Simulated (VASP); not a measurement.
# InGaAs2 (P-4m2) in VASP: notebook, part 3 of 4

VASP 6.6.1. The steps go on from the part before.

**4. Single point, PBEsol**

This run uses another cell than the first one, of 25.38 Å³/atom.

INCAR reads:

```
SYSTEM = InGaAs2
PREC = Accurate
ENCUT = 520
EDIFF = 1E-6
ISMEAR = -1
SIGMA = 0.02
LREAL = .FALSE.
LASPH = .TRUE.
NELM = 60
ALGO = Normal
ISIF = 2
LWAVE = .FALSE.
LCHARG = .FALSE.
GGA = PS
NBANDS = 26
```

KPOINTS reads:

```
regular mesh
0
G
  6 6 4
  0 0 0
```

POSCAR reads:

```
InGaAs2
1.0
    4.1497846288      0.0000000000      0.0000000000
    0.0000000000      4.1497846288      0.0000000000
    0.0000000000      0.0000000000      5.8944543639
In Ga As
1 1 2
Direct
    0.0000000000      0.0000000000      0.5000000000
    0.5000000000      0.5000000000      0.0000000000
    0.5000000000      0.0000000000      0.7698091745
    0.0000000000      0.5000000000      0.2301908255
```

Potentials or basis: VASP PAW PBE potentials, release 64 (In_d, Ga_d, As).

Started as:

```
$ cat potpaw_PBE.64/In_d/POTCAR potpaw_PBE.64/Ga_d/POTCAR potpaw_PBE.64/As/POTCAR > POTCAR
$ mpirun -np 1 vasp_std > vasp.out
```

OUTCAR:

```text
SYSTEM = InGaAs2
   PREC = Accurate
   ENCUT = 520
   EDIFF = 1E-6
   ISMEAR = -1
   LREAL = .FALSE.
   LASPH = .TRUE.
   NELM = 60
   ISIF = 2
   GGA = PS

 ion  position               nearest neighbor table
   1  0.000  0.000  0.500-   3 2.61   4 2.61   4 2.61   3 2.61
   2  0.500  0.500  0.000-   3 2.48   4 2.48   3 2.48   4 2.48
   3  0.500  0.000  0.770-   2 2.48   2 2.48   1 2.61   1 2.61
   4  0.000  0.500  0.230-   2 2.48   2 2.48   1 2.61   1 2.61

  LATTYP: Found a simple tetragonal cell.
 ALAT       =     4.1497846288
 C/A-ratio  =     1.4204241644

  Lattice vectors:

 A1 = (   4.1497846288,   0.0000000000,   0.0000000000)
 A2 = (   0.0000000000,   4.1497846288,   0.0000000000)
 A3 = (   0.0000000000,   0.0000000000,   5.8944543639)

Analysis of symmetry for initial positions (statically):
=====================================================================
 Subroutine PRICEL returns:
 Original cell was already a primitive cell.

 Routine SETGRP: Setting up the symmetry group for a
 simple tetragonal supercell.

 Subroutine GETGRP returns: Found  8 space group operations
 (whereof  8 operations were pure point group operations)
 out of a pool of 16 trial point group operations.

The static configuration has the point symmetry D_2d.

Analysis of symmetry for dynamics (positions and initial velocities):
=====================================================================
 Subroutine PRICEL returns:
 Original cell was already a primitive cell.

 Routine SETGRP: Setting up the symmetry group for a
 simple tetragonal supercell.

 Subroutine GETGRP returns: Found  8 space group operations
 (whereof  8 operations were pure point group operations)
 out of a pool of 16 trial point group operations.

The dynamic configuration has the point symmetry D_2d.

 Subroutine INISYM returns: Found  8 space group operations
 (whereof  8 operations are pure point group operations),
 and found     1 'primitive' translations

----------------------------------------------------------------------------------------

                                     Primitive cell

  volume of cell :     101.5067

  direct lattice vectors                    reciprocal lattice vectors
     4.149784629  0.000000000  0.000000000     0.240976361  0.000000000  0.000000000
     0.000000000  4.149784629  0.000000000     0.000000000  0.240976361  0.000000000
     0.000000000  0.000000000  5.894454364     0.000000000  0.000000000  0.169650987

  length of vectors
     4.149784629  4.149784629  5.894454364     0.240976361  0.240976361  0.169650987

  position of ions in fractional coordinates (direct lattice)
     0.000000000  0.000000000  0.500000000
     0.500000000  0.500000000  0.000000000
     0.500000000  0.000000000  0.769809174
     0.000000000  0.500000000  0.230190826

  ion indices of the primitive-cell ions
   primitive index   ion index
                 1           1
                 2           2
                 3           3
                 4           4

----------------------------------------------------------------------------------------

 KPOINTS: regular mesh

Automatic generation of k-mesh.
 Grid dimensions read from file:
 generate k-points for:    6    6    4

 Generating k-lattice:

  Cartesian coordinates                     Fractional coordinates (reciprocal lattice)
     0.040162727  0.000000000  0.000000000     0.166666667  0.000000000  0.000000000
     0.000000000  0.040162727  0.000000000     0.000000000  0.166666667  0.000000000
     0.000000000  0.000000000  0.042412747     0.000000000  0.000000000  0.250000000

  Length of vectors
     0.040162727  0.040162727  0.042412747

  Shift w.r.t. Gamma in fractional coordinates (k-lattice)
     0.000000000  0.000000000  0.000000000

 Subroutine IBZKPT returns following result:
 ===========================================

 Found     30 irreducible k-points:

 Following reciprocal coordinates:
            Coordinates               Weight
  0.000000  0.000000  0.000000      1.000000
  0.166667  0.000000  0.000000      4.000000
  0.333333  0.000000  0.000000      4.000000
  0.500000  0.000000  0.000000      2.000000
  0.166667  0.166667  0.000000      4.000000
  0.333333  0.166667  0.000000      8.000000
[... 16 lines left out ...]
  0.333333  0.000000  0.500000      4.000000
  0.500000  0.000000  0.500000      2.000000
 [... further k-points ...]
   k-points           NKPTS =     30   k-points in BZ     NKDIM =     30   number of bands    NBANDS=     26
   number of dos      NEDOS =    301   number of ions     NIONS =      4
   total plane-waves  NPLWV =  49152
   dimension x,y,z NGX =    32 NGY =   32 NGZ =   48
   dimension x,y,z NGXF=    64 NGYF=   64 NGZF=   96
   ions per type =               1   1   2
   NGX,Y,Z   is equivalent  to a cutoff of  12.82, 12.82, 13.54 a.u.
   NGXF,Y,Z  is equivalent  to a cutoff of  25.64, 25.64, 27.08 a.u.
 SYSTEM =  InGaAs2
   PREC   = accura    normal or accurate (medium, high low for compatibility)
   ISTART =      0    job   : 0-new  1-cont  2-samecut
   ICHARG =      2    charge: 1-file 2-atom 10-const
   ISPIN  =      1    spin polarized calculation?
   LNONCOLLINEAR =      F non collinear calculations
   LSORBIT =      F    spin-orbit coupling
   LASPH  =      T    aspherical Exc in radial PAW
   ENCUT  =  520.0 eV  38.22 Ry    6.18 a.u.   7.72  7.72 10.96*2*pi/ulx,y,z
   NELM   =     60;   NELMIN=  2; NELMDL= -5     # of ELM steps
   EDIFF  = 0.1E-05   stopping-criterion for ELM
   LREAL  =      F    real-space projection
   EDIFFG = 0.1E-04   stopping-criterion for IOM
   NSW    =      0    number of steps for IOM
   IBRION =     -1    ionic relax: 0-MD 1-quasi-New 2-CG
   NFREE  =      0    steps in history (QN), initial steepest desc. (CG)
   ISIF   =      2    stress and relaxation
   ISYM   =      2    0-nonsym 1-usesym 2-fastsym
   POTIM  = 0.5000    time-step for ionic-motion
   TEBEG  =    0.0;   TEEND  =   0.0 temperature during run
   PSTRESS=    0.0 pullay stress
   NELECT =      36.0000    total number of electrons
   NUPDOWN=      -1.0000    fix difference up-down
   EMIN   =  10.00;   EMAX   =-10.00  energy-range for DOS
   EFERMI =   0.00;   METHOD = LEGACY
   ISMEAR =    -1;   SIGMA  =   0.02  broadening in eV -4-tet -1-fermi 0-gaus
   EFERMI_NEDOS =   21; number of points for ismear=-14 and -15
   IALGO  =     38    algorithm
   IMIX   =      4    mixing-type and parameters
     AMIX     =   0.40;   BMIX     =  1.00
     AMIX_MAG =   1.60;   BMIX_MAG =  1.00
  volume/ion in A,a.u.               =      25.38       171.25
  Fermi-wavevector in a.u.,A,eV,Ry     =   1.158806  2.189826 18.270331  1.342831
  Thomas-Fermi vector in A             =   2.295405
   LORBIT       =      0    0 simple, 1 ext, 2 COOP (PROOUT), +10 PAW based schemes
   GGA     = PS    functional components
   LHFCALC =     F    Hartree Fock is set to
   AEXX    =    0.0000 exact exchange contribution
   IVDW    =     0    specifies the selected vdW correction
   LEPSILON=     F    determine dielectric tensor
   LRPA    =     F    only Hartree local field effects (RPA)
 non-spin polarized calculation
  energy-cutoff  :      520.00
  volume of cell :      101.51
 maximum number of plane-waves:      2762
 NGX is ok and might be reduce to    32
   NGX = 15   NGY = 15   NGZ = 21

 number of electron      35.9999988 magnetization

 Free energy of the ion-electron system (eV)
  ---------------------------------------------------
  ext. energy  EPLUGINS =         0.00000000
  ---------------------------------------------------
  free energy    TOTEN  =       -17.48687393 eV

  energy without entropy =      -17.48645370  energy(sigma->0) =      -17.48666381

 E-fermi :   4.0668     XC(G=0):  -9.4673

 val. band max:        4.0660414340   @ k =   0.0000   0.0000   0.0000
 cond. band min:       4.6067448231   @ k =   0.5000   0.0000   0.5000
 fundamental gap:      0.5407033891
 Fermi energy:         4.0668377726

 k-point     1 :       0.0000    0.0000    0.0000
  band No.  band energies     occupation
      1     -10.8164      2.00000
      2     -10.7461      2.00000
      3     -10.7461      2.00000
      4     -10.7123      2.00000
      5     -10.6777      2.00000
      6     -10.3732      2.00000
[... 685 lines left out ...]
     25      10.9884      0.00000
     26      11.3081      0.00000

 [... further k-points ...]

------------------------ aborting loop because EDIFF is reached ----------------------------------------

  FORCE on cell =-STRESS in cart. coord.  units (eV):
  Direction    XX          YY          ZZ          XY          YZ          ZX
  --------------------------------------------------------------------------------------
  -------------------------------------------------------------------------------------
  Total        0.0559246      0.0559246      0.0631263      0.0000000      0.0000000     -0.0000000
  in kB        0.8827115      0.8827115      0.9963820      0.0000000      0.0000000     -0.0000000
  external PRESSURE =       0.9206016 kB  Pullay stress =       0.0000000 kB

 VOLUME and BASIS-vectors are now :
 -----------------------------------------------------------------------------
  energy-cutoff  :      520.00
  volume of cell :      101.51
      direct lattice vectors                 reciprocal lattice vectors
     4.149784629  0.000000000  0.000000000     0.240976361  0.000000000  0.000000000
     0.000000000  4.149784629  0.000000000     0.000000000  0.240976361  0.000000000
     0.000000000  0.000000000  5.894454364     0.000000000  0.000000000  0.169650987

 POSITION                                       TOTAL-FORCE (eV/Angst)
 -----------------------------------------------------------------------------------
      0.00000      0.00000      2.94723         0.000000      0.000000      0.000000
      2.07489      2.07489      0.00000        -0.000000     -0.000000      0.000000
      2.07489      0.00000      4.53761         0.000000      0.000000      0.001049
      0.00000      2.07489      1.35685        -0.000000      0.000000     -0.001049
 -----------------------------------------------------------------------------------
    total drift:                                0.000000     -0.000000     -0.000000

  FREE ENERGIE OF THE ION-ELECTRON SYSTEM (eV)
  ---------------------------------------------------
  free  energy   TOTEN  =       -17.4868739319 eV

  energy  without entropy=      -17.4864536977  energy(sigma->0) =      -17.48666381
```

OSZICAR:

```text
N       E                     dE             d eps       ncg     rms          rms(c)
DAV:   1     0.274254820152E+03    0.27425E+03   -0.16883E+04  1560   0.176E+03
DAV:   2     0.148283627062E+02   -0.25943E+03   -0.25094E+03  1624   0.413E+02
DAV:   3    -0.168001844236E+02   -0.31629E+02   -0.31213E+02  1980   0.136E+02
DAV:   4    -0.179449462995E+02   -0.11448E+01   -0.11415E+01  1786   0.267E+01
DAV:   5    -0.179809722520E+02   -0.36026E-01   -0.36015E-01  2292   0.475E+00    0.548E+00
DAV:   6    -0.175465134717E+02    0.43446E+00   -0.70667E-01  2182   0.127E+01    0.301E+00
DAV:   7    -0.174902470987E+02    0.56266E-01   -0.30551E-01  2418   0.386E+00    0.811E-01
DAV:   8    -0.174865284899E+02    0.37186E-02   -0.36786E-02  1942   0.227E+00    0.351E-01
DAV:   9    -0.174867043381E+02   -0.17585E-03   -0.37233E-03  2172   0.853E-01    0.162E-01
DAV:  10    -0.174868372113E+02   -0.13287E-03   -0.44713E-04  1978   0.150E-01    0.864E-02
DAV:  11    -0.174868753262E+02   -0.38115E-04   -0.15874E-04  1814   0.161E-01    0.513E-02
DAV:  12    -0.174868737987E+02    0.15276E-05   -0.20124E-05  1724   0.409E-02    0.102E-02
DAV:  13    -0.174868739319E+02   -0.13322E-06   -0.36579E-06  1664   0.104E-02
   1 F= -.17486874E+02 E0= -.17486664E+02  d E =-.420234E-03
```

stdout:

```text
POSCAR found type information on POSCAR InGaAs
 POSCAR found :  3 types and       4 ions
 scaLAPACK will be used
 -----------------------------------------------------------------------------
|                                                                             |
|                                                                             |
|     You enforced a specific xc type in the INCAR file but a different       |
|     I HOPE YOU KNOW WHAT YOU ARE DOING!                                     |
|                                                                             |
 -----------------------------------------------------------------------------

 LDA part: xc-table for (Slater+PW92), standard interpolation
 POSCAR, INCAR and KPOINTS ok, starting setup
 FFT: planning ... GRIDC
 FFT: planning ... GRID_SOFT
 FFT: planning ... GRID
 WAVECAR not read
 entering main loop
```

It took 57 s on 1 thread of Intel Xeon Platinum 8488C (Sapphire Rapids), shared host; peak memory 0.26 GiB.

What came out:

```
Free energy            : -17.4869 eV
Pressure               : 0.1 GPa
Band gap on the k mesh : zero (filled and empty bands touch)
```

Caveat: semilocal functionals underestimate gaps, so a narrow gap can read as zero; the PAW data sets were made with another functional, which shifts forces and pressure a little; spin-orbit coupling is left out, which moves the levels of the heavy elements.

**5. Single point, r2SCAN**

This run uses another cell than the first one, of 25.54 Å³/atom.

POSCAR reads:

```
InGaAs2
1.0
    4.1559955171      0.0000000000      0.0000000000
    0.0000000000      4.1559955171      0.0000000000
    0.0000000000      0.0000000000      5.9135293803
In Ga As
1 1 2
Direct
    0.0000000000      0.0000000000      0.5000000000
    0.5000000000      0.5000000000      0.0000000000
    0.5000000000      0.0000000000      0.7699279333
    0.0000000000      0.5000000000      0.2300720667
```

INCAR.step1 reads:

```
PREC = Accurate
ENCUT = 520
ISMEAR = -1
SIGMA = 0.02
LREAL = F
LASPH = T
NELM = 60
NBANDS = 26
GGA = PE
ALGO = Normal
EDIFF = 1E-4
LWAVE = T
LCHARG = F
```

INCAR.step2 reads:

```
PREC = Accurate
ENCUT = 520
EDIFF = 1E-6
ISMEAR = -1
SIGMA = 0.02
LREAL = F
LASPH = T
NELM = 60
ALGO = Normal
ISIF = 2
LWAVE = F
LCHARG = F
METAGGA = R2SCAN
LMIXTAU = T
NBANDS = 26
ISTART = 1
```

KPOINTS reads:

```
regular mesh
0
Gamma
  6 6 4
```

Started as:

```
$ cat potpaw_PBE.64/In_d/POTCAR potpaw_PBE.64/Ga_d/POTCAR potpaw_PBE.64/As/POTCAR > POTCAR
$ cp INCAR.step1 INCAR
$ mpirun -np 1 vasp_std > vasp.out
$ cp INCAR.step2 INCAR
$ mpirun -np 1 vasp_std > vasp.out
```

It took 2.9 min on 1 thread of Intel Xeon Platinum 8488C (Sapphire Rapids), shared host; peak memory 0.27 GiB.

Results (log left out):

| Item | Value |
| --- | --- |
| Free energy | -65.0093 eV |
| Pressure | 0.0 GPa |
| Band gap on the k mesh | 0.29 eV |

Forces in eV/Å, atoms in the order of the input:
```
In   0.000  0.000  0.000
Ga   0.000  0.000  0.000
As   0.000  0.000 -0.002
As   0.000  0.000  0.002
```

Levels at points of the mesh, in eV from the valence-band top:
```
           k point  band 16  band 17  band 18  band 19  band 20  band 21
(0.00, 0.00, 0.00)    -0.16     0.00     0.00     0.29     1.84     2.16
(0.50, 0.00, 0.00)    -2.99    -1.50    -0.86     2.36     3.50     5.24
(0.50, 0.50, 0.00)    -2.56    -2.56    -2.37     1.77     1.77     1.94
(0.00, 0.00, 0.50)    -1.95    -1.24    -1.24     2.17     2.29     3.21
(0.50, 0.00, 0.50)    -1.13    -1.10    -0.77     0.92     1.47     4.61
(0.50, 0.50, 0.50)    -3.25    -3.13    -3.13     4.59     4.67     4.75
```

Caveat: the PAW data sets were made with another functional, which shifts forces and pressure a little; spin-orbit coupling is left out, which moves the levels of the heavy elements.

(Continued in part 4 of 4.)
